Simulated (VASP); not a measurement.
# Si (Im-3m) in VASP: further runs

Si is run at these levels: PBE; tasks: single point.

Everything below comes from runs of VASP 6.6.1. Logs are shortened: lines on timing, memory, paths and dates and some standing lists are left out, and cuts for length are marked.

## (1) The cell of the first run

Symmetry: Im-3m, No. 229, cubic system. Conventional cell: a = 3.030 Å, b = 3.030 Å, c = 3.030 Å, α = 90.00°, β = 90.00°, γ = 90.00°. Si (site symmetry m-3m) has 14 Si at 2.62 to 3.03 Å within 3.5 Å.

This isn't the form of Si at room conditions, which is diamond.

## (2) Single point, PBE (13.91 Å³/atom)

The input, POSCAR:

```
Si
1.0
   -1.5150512961      1.5150512961      1.5150512961
    1.5150512961     -1.5150512961      1.5150512961
    1.5150512961      1.5150512961     -1.5150512961
Si
1
Direct
    0.0000000000      0.0000000000      0.0000000000
```

The input, INCAR.step1:

```
SYSTEM = Si
  PREC = Accurate
  ENCUT = 520
  EDIFF = 1E-6
  ISMEAR = -1
  SIGMA = 0.05
  LREAL = .False.
  LASPH = .True.
  NELM = 60
  ALGO = Normal
  ISIF = 2
  LWAVE = .False.
  LCHARG = .True.
  GGA = PE
  NBANDS = 8
```

The input, KPOINTS.step1:

```
Automatic mesh
0
Gamma
  17 17 17
  0 0 0
```

The input, INCAR.step2:

```
SYSTEM = Si
  PREC = Accurate
  ENCUT = 520
  EDIFF = 1E-6
  ISMEAR = -5
  SIGMA = 0.05
  LREAL = .False.
  LASPH = .True.
  NELM = 60
  ALGO = Normal
  ISIF = 2
  LWAVE = .False.
  LCHARG = .False.
  GGA = PE
  LORBIT = 10
  NBANDS = 8
  NEDOS = 2001
  ICHARG = 11
```

The input, KPOINTS.step2:

```
Automatic mesh
0
Gamma
  26 26 26
  0 0 0
```

Potentials or basis: VASP PAW PBE potentials, release 64 (Si).

Run with:

```console
$ cat potpaw_PBE.64/Si/POTCAR > POTCAR
$ cp INCAR.step1 INCAR
$ cp KPOINTS.step1 KPOINTS
$ mpirun -np 1 vasp_std > vasp.out
$ cp INCAR.step2 INCAR
$ cp KPOINTS.step2 KPOINTS
$ mpirun -np 1 vasp_std > vasp.out
```

OUTCAR:

```text
SYSTEM = Si
   PREC = Accurate
   ENCUT = 520
   EDIFF = 1E-6
   ISMEAR = -5
   LREAL = .False.
   LASPH = .True.
   NELM = 60
   ISIF = 2
   GGA = PE
   LORBIT = 10
   ICHARG = 11

 ion  position               nearest neighbor table
   1  0.000  0.000  0.000-

  LATTYP: Found a body centered cubic cell.
 ALAT       =     3.0301025922

  Lattice vectors:

 A1 = (  -1.5150512961,   1.5150512961,   1.5150512961)
 A2 = (   1.5150512961,  -1.5150512961,   1.5150512961)
 A3 = (   1.5150512961,   1.5150512961,  -1.5150512961)

Analysis of symmetry for initial positions (statically):
=====================================================================
 Subroutine PRICEL returns:
 Original cell was already a primitive cell.

 Routine SETGRP: Setting up the symmetry group for a
 body centered cubic supercell.

 Subroutine GETGRP returns: Found 48 space group operations
 (whereof 48 operations were pure point group operations)
 out of a pool of 48 trial point group operations.

The static configuration has the point symmetry O_h .

Analysis of symmetry for dynamics (positions and initial velocities):
=====================================================================
 Subroutine PRICEL returns:
 Original cell was already a primitive cell.

 Routine SETGRP: Setting up the symmetry group for a
 body centered cubic supercell.

 Subroutine GETGRP returns: Found 48 space group operations
 (whereof 48 operations were pure point group operations)
 out of a pool of 48 trial point group operations.

The dynamic configuration has the point symmetry O_h .

 Subroutine INISYM returns: Found 48 space group operations
 (whereof 48 operations are pure point group operations),
 and found     1 'primitive' translations

----------------------------------------------------------------------------------------

                                     Primitive cell

  volume of cell :      13.9105

  direct lattice vectors                    reciprocal lattice vectors
    -1.515051296  1.515051296  1.515051296     0.000000000  0.330021829  0.330021829
     1.515051296 -1.515051296  1.515051296     0.330021829  0.000000000  0.330021829
     1.515051296  1.515051296 -1.515051296     0.330021829  0.330021829  0.000000000

  length of vectors
     2.624145821  2.624145821  2.624145821     0.466721347  0.466721347  0.466721347

  position of ions in fractional coordinates (direct lattice)
     0.000000000  0.000000000  0.000000000

  ion indices of the primitive-cell ions
   primitive index   ion index
                 1           1

----------------------------------------------------------------------------------------

 KPOINTS: Automatic mesh

Automatic generation of k-mesh.
 Grid dimensions read from file:
 generate k-points for:   26   26   26

 Generating k-lattice:

  Cartesian coordinates                     Fractional coordinates (reciprocal lattice)
     0.000000000  0.012693147  0.012693147     0.038461538  0.000000000  0.000000000
     0.012693147  0.000000000  0.012693147     0.000000000  0.038461538  0.000000000
     0.012693147  0.012693147  0.000000000     0.000000000  0.000000000  0.038461538

  Length of vectors
     0.017950821  0.017950821  0.017950821

  Shift w.r.t. Gamma in fractional coordinates (k-lattice)
     0.000000000  0.000000000  0.000000000

 TETIRR: Found  21036 inequivalent tetrahedra from   105456

 Subroutine IBZKPT returns following result:
 ===========================================

 Found    511 irreducible k-points:

 Following reciprocal coordinates:
            Coordinates               Weight
  0.000000  0.000000  0.000000      1.000000
  0.038462  0.000000  0.000000     12.000000
  0.076923  0.000000  0.000000     12.000000
  0.115385  0.000000  0.000000     12.000000
  0.153846  0.000000  0.000000     12.000000
  0.192308  0.000000  0.000000     12.000000
[... 16 lines left out ...]
  0.346154  0.038462  0.000000     48.000000
  0.384615  0.038462  0.000000     48.000000
 [... further k-points ...]
   k-points           NKPTS =    511   k-points in BZ     NKDIM =    511   number of bands    NBANDS=      8
   number of dos      NEDOS =   2001   number of ions     NIONS =      1
   total plane-waves  NPLWV =   8000
   dimension x,y,z NGX =    20 NGY =   20 NGZ =   20
   dimension x,y,z NGXF=    40 NGYF=   40 NGZF=   40
   ions per type =               1
   NGX,Y,Z   is equivalent  to a cutoff of  12.67, 12.67, 12.67 a.u.
   NGXF,Y,Z  is equivalent  to a cutoff of  25.34, 25.34, 25.34 a.u.
 SYSTEM =  Si
   PREC   = accura    normal or accurate (medium, high low for compatibility)
   ISTART =      0    job   : 0-new  1-cont  2-samecut
   ICHARG =     11    charge: 1-file 2-atom 10-const
   ISPIN  =      1    spin polarized calculation?
   LNONCOLLINEAR =      F non collinear calculations
   LSORBIT =      F    spin-orbit coupling
   LASPH  =      T    aspherical Exc in radial PAW
   ENCUT  =  520.0 eV  38.22 Ry    6.18 a.u.   4.88  4.88  4.88*2*pi/ulx,y,z
   NELM   =     60;   NELMIN=  2; NELMDL=  0     # of ELM steps
   EDIFF  = 0.1E-05   stopping-criterion for ELM
   LREAL  =      F    real-space projection
   EDIFFG = 0.1E-04   stopping-criterion for IOM
   NSW    =      0    number of steps for IOM
   IBRION =     -1    ionic relax: 0-MD 1-quasi-New 2-CG
   NFREE  =      0    steps in history (QN), initial steepest desc. (CG)
   ISIF   =      2    stress and relaxation
   ISYM   =      2    0-nonsym 1-usesym 2-fastsym
   POTIM  = 0.5000    time-step for ionic-motion
   TEBEG  =    0.0;   TEEND  =   0.0 temperature during run
   PSTRESS=    0.0 pullay stress
   NELECT =       4.0000    total number of electrons
   NUPDOWN=      -1.0000    fix difference up-down
   EMIN   =  10.00;   EMAX   =-10.00  energy-range for DOS
   EFERMI =   0.00;   METHOD = LEGACY
   ISMEAR =    -5;   SIGMA  =   0.05  broadening in eV -4-tet -1-fermi 0-gaus
   EFERMI_NEDOS =   21; number of points for ismear=-14 and -15
   IALGO  =     38    algorithm
   IMIX   =      4    mixing-type and parameters
     AMIX     =   0.40;   BMIX     =  1.00
     AMIX_MAG =   1.60;   BMIX_MAG =  1.00
  volume/ion in A,a.u.               =      13.91        93.87
  Fermi-wavevector in a.u.,A,eV,Ry     =   1.080557  2.041956 15.886195  1.167602
  Thomas-Fermi vector in A             =   2.216551
   LORBIT       =     10    0 simple, 1 ext, 2 COOP (PROOUT), +10 PAW based schemes
   GGA     = PE    functional components
   LHFCALC =     F    Hartree Fock is set to
   AEXX    =    0.0000 exact exchange contribution
   IVDW    =     0    specifies the selected vdW correction
   LEPSILON=     F    determine dielectric tensor
   LRPA    =     F    only Hartree local field effects (RPA)
 non-spin polarized calculation
 Fermi weights with tetrahedron method with Bloechl corrections
  energy-cutoff  :      520.00
  volume of cell :       13.91
 maximum number of plane-waves:       386

 number of electron       4.0000000 magnetization

 Free energy of the ion-electron system (eV)
  ---------------------------------------------------
  ext. energy  EPLUGINS =         0.00000000
  ---------------------------------------------------
  free energy    TOTEN  =        -4.89064594 eV

  energy without entropy =       -4.89064594  energy(sigma->0) =       -4.89064594

 E-fermi :  10.5672     XC(G=0): -11.3559

 val. band max:       10.7508295006   @ k =   0.3462   0.1538   0.1538
 cond. band min:      10.4454714853   @ k =  -0.2692   0.4231   0.1154
 fundamental gap:     -0.3053580153
 Fermi energy:        10.5672113244

 k-point     1 :       0.0000    0.0000    0.0000
  band No.  band energies     occupation
      1      -4.1131      2.00000
      2      22.6300      0.00000
      3      22.6300      0.00000
      4      22.6300      0.00000
      5      23.3378      0.00000
      6      23.3378      0.00000
      7      23.3378      0.00000
      8      27.1433      0.00000

 k-point     2 :       0.0385    0.0000    0.0000
  band No.  band energies     occupation
      1      -4.0662      2.00000
      2      21.7705      0.00000
      3      21.9411      0.00000
      4      22.5545      0.00000
      5      23.1713      0.00000
      6      23.9090      0.00000
      7      24.1049      0.00000
      8      26.6925      0.00000

 k-point     3 :       0.0769    0.0000    0.0000
  band No.  band energies     occupation
      1      -3.9256      2.00000
      2      20.3873      0.00000
      3      21.0658      0.00000
      4      22.3358      0.00000
      5      22.7343      0.00000
      6      24.3944      0.00000
      7      25.2144      0.00000
      8      26.0622      0.00000

 k-point     4 :       0.1154    0.0000    0.0000
  band No.  band energies     occupation
      1      -3.6915      2.00000
      2      18.8056      0.00000
      3      20.2507      0.00000
      4      21.9996      0.00000
      5      22.1478      0.00000
      6      24.2848      0.00000
      7      26.0070      0.00000
      8      26.4183      0.00000

 k-point     5 :       0.1538    0.0000    0.0000
  band No.  band energies     occupation
      1      -3.3641      2.00000
      2      17.1306      0.00000
      3      19.5098      0.00000
      4      21.5090      0.00000
      5      21.5866      0.00000
      6      23.7651      0.00000
      7      26.4280      0.00000
      8      27.0258      0.00000

 k-point     6 :       0.1923    0.0000    0.0000
  band No.  band energies     occupation
      1      -2.9440      2.00000
      2      15.4313      0.00000
      3      18.8462      0.00000
      4      20.8771      0.00000
      5      21.1403      0.00000
      6      23.1946      0.00000
      7      26.9859      0.00000
      8      27.2384      0.00000

 k-point     7 :       0.2308    0.0000    0.0000
  band No.  band energies     occupation
      1      -2.4318      2.00000
      2      13.7489      0.00000
      3      18.2608      0.00000
      4      20.2856      0.00000
      5      20.6967      0.00000
      6      22.6591      0.00000
      7      27.5654      0.00000
      8      27.6059      0.00000
[... 133 lines left out ...]
 k-point    20 :       0.2308    0.0385    0.0000
  band No.  band energies     occupation
      1      -2.1064      2.00000
      2      12.9526     -0.00003
      3      17.6197      0.00000
      4      19.3209      0.00000
      5      21.2394      0.00000
      6      22.7454      0.00000
      7      27.0589      0.00000
      8      28.6526      0.00000

 k-point    21 :       0.2692    0.0385    0.0000
  band No.  band energies     occupation
      1      -1.4573      2.00000
      2      11.3389     -0.00748
      3      17.1450      0.00000
      4      18.8530      0.00000
      5      20.8158      0.00000
      6      22.3261      0.00000
      7      27.5940      0.00000
      8      29.2862      0.00000

 k-point    22 :       0.3077    0.0385    0.0000
  band No.  band energies     occupation
      1      -0.7180      2.00000
      2       9.7856      2.01350
      3      16.7491      0.00000
      4      18.4537      0.00000
      5      20.4489      0.00000
      6      21.9653      0.00000
      7      28.2006      0.00000
      8      29.9672      0.00000

 k-point    23 :       0.3462    0.0385    0.0000
  band No.  band energies     occupation
      1       0.1105      2.00000
      2       8.3003      2.00013
      3      16.4321      0.00000
      4      18.1292      0.00000
      5      20.1478      0.00000
      6      21.6695      0.00000
      7      28.8732      0.00000
      8      30.6660      0.00000

 k-point    24 :       0.3846    0.0385    0.0000
  band No.  band energies     occupation
      1       1.0271      2.00000
      2       6.8886      2.00000
      3      16.1942      0.00000
      4      17.8832      0.00000
      5      19.9181      0.00000
      6      21.4435      0.00000
      7      29.5978      0.00000
      8      31.3187      0.00000

 [... further k-points ...]

------------------------ aborting loop because EDIFF is reached ----------------------------------------

  FORCE on cell =-STRESS in cart. coord.  units (eV):
  Direction    XX          YY          ZZ          XY          YZ          ZX
  --------------------------------------------------------------------------------------
  -------------------------------------------------------------------------------------
  Total        0.4740110      0.4740110      0.4740110     -0.0000000      0.0000000      0.0000000
  in kB       54.5955174     54.5955174     54.5955174     -0.0000000      0.0000000      0.0000000
  external PRESSURE =      54.5955174 kB  Pullay stress =       0.0000000 kB

 VOLUME and BASIS-vectors are now :
 -----------------------------------------------------------------------------
  energy-cutoff  :      520.00
  volume of cell :       13.91
      direct lattice vectors                 reciprocal lattice vectors
    -1.515051296  1.515051296  1.515051296     0.000000000  0.330021829  0.330021829
     1.515051296 -1.515051296  1.515051296     0.330021829  0.000000000  0.330021829
     1.515051296  1.515051296 -1.515051296     0.330021829  0.330021829  0.000000000

 POSITION                                       TOTAL-FORCE (eV/Angst)
 -----------------------------------------------------------------------------------
      0.00000      0.00000      0.00000        -0.000000      0.000000      0.000000
 -----------------------------------------------------------------------------------
    total drift:                               -0.000000      0.000000      0.000000

  FREE ENERGIE OF THE ION-ELECTRON SYSTEM (eV)
  ---------------------------------------------------
  free  energy   TOTEN  =        -4.8906459371 eV

  energy  without entropy=       -4.8906459371  energy(sigma->0) =       -4.89064594

 total charge

# of ion       s       p       d       tot
------------------------------------------
    1        0.830   0.740   0.000   1.571
```

Wall time 54 s (1 thread of AMD EPYC 7R13, shared host); peak memory 0.15 GiB.

What came out:

```
Valence electrons inside the program's atomic spheres : Si 1.57
```

Caveat: tetrahedron occupations give inexact forces and stress in metals.

## (3) Single point, PBE

This run uses another cell than the first one, of 14.64 Å³/atom.

The input, POSCAR:

```
Si
1.0
   -1.5411780045      1.5411780045      1.5411780045
    1.5411780045     -1.5411780045      1.5411780045
    1.5411780045      1.5411780045     -1.5411780045
Si
1
Direct
    0.0000000000      0.0000000000      0.0000000000
```

The input, INCAR.step1:

```
SYSTEM = Si
PREC     = Accurate       ! precision mode
ENCUT    = 520            ! plane-wave cutoff, eV
EDIFF    = 1E-6           ! SCF threshold, eV
ISMEAR   = -1             ! smearing method
SIGMA    = 0.05           ! smearing width, eV
LREAL    = .False.        ! projectors in reciprocal space
LASPH    = .True.         ! aspherical terms in the spheres
NELM     = 100            ! most SCF steps
ALGO     = Normal         ! electronic algorithm
ISIF     = 2              ! what is computed and relaxed
LWAVE    = .False.        ! write WAVECAR
LCHARG   = .True.         ! write CHGCAR
GGA      = PE             ! functional
NBANDS   = 8              ! bands
```

KPOINTS.step1 is that of step 2.

The input, INCAR.step2:

```
SYSTEM = Si
PREC     = Accurate       ! precision mode
ENCUT    = 520            ! plane-wave cutoff, eV
EDIFF    = 1E-6           ! SCF threshold, eV
ISMEAR   = -5             ! smearing method
SIGMA    = 0.05           ! smearing width, eV
LREAL    = .False.        ! projectors in reciprocal space
LASPH    = .True.         ! aspherical terms in the spheres
NELM     = 100            ! most SCF steps
ALGO     = Normal         ! electronic algorithm
ISIF     = 2              ! what is computed and relaxed
LWAVE    = .False.        ! write WAVECAR
LCHARG   = .False.        ! write CHGCAR
GGA      = PE             ! functional
LORBIT   = 11             ! projections on sites
NBANDS   = 8              ! bands
NEDOS    = 2001           ! points of the DOS
ICHARG   = 11             ! starting density
```

KPOINTS.step2 is that of step 2.

Potentials or basis: VASP PAW PBE potentials, release 64 (Si).

Run with:

```console
$ cat potpaw_PBE.64/Si/POTCAR > POTCAR
$ cp INCAR.step1 INCAR
$ cp KPOINTS.step1 KPOINTS
$ mpirun -np 1 vasp_std > vasp.out
$ cp INCAR.step2 INCAR
$ cp KPOINTS.step2 KPOINTS
$ mpirun -np 1 vasp_std > vasp.out
```

Run time: 71 s. Hardware: 1 thread of AMD EPYC 7R13, shared host; peak memory 0.16 GiB.

The run converged. Its results:

| Property | Result |
| --- | --- |
| Valence electrons inside the program's atomic spheres | Si 1.55 |

Levels at points of the mesh, in eV from the Fermi level:
| k point | band 1 | band 2 | band 3 | band 4 | band 5 | band 6 | band 7 |
| --- | --- | --- | --- | --- | --- | --- | --- |
| (0.00, 0.00, 0.00) | -14.20 | 11.39 | 11.39 | 11.39 | 12.54 | 12.54 | 12.54 |
| (0.50, 0.00, 0.00) | -6.88 | -6.48 | 5.48 | 7.62 | 8.11 | 9.86 | 20.23 |
| (0.50, 0.50, 0.50) | -0.48 | -0.48 | -0.48 | 1.14 | 2.38 | 2.38 | 24.60 |

Caveat: tetrahedron occupations give inexact forces and stress in metals.
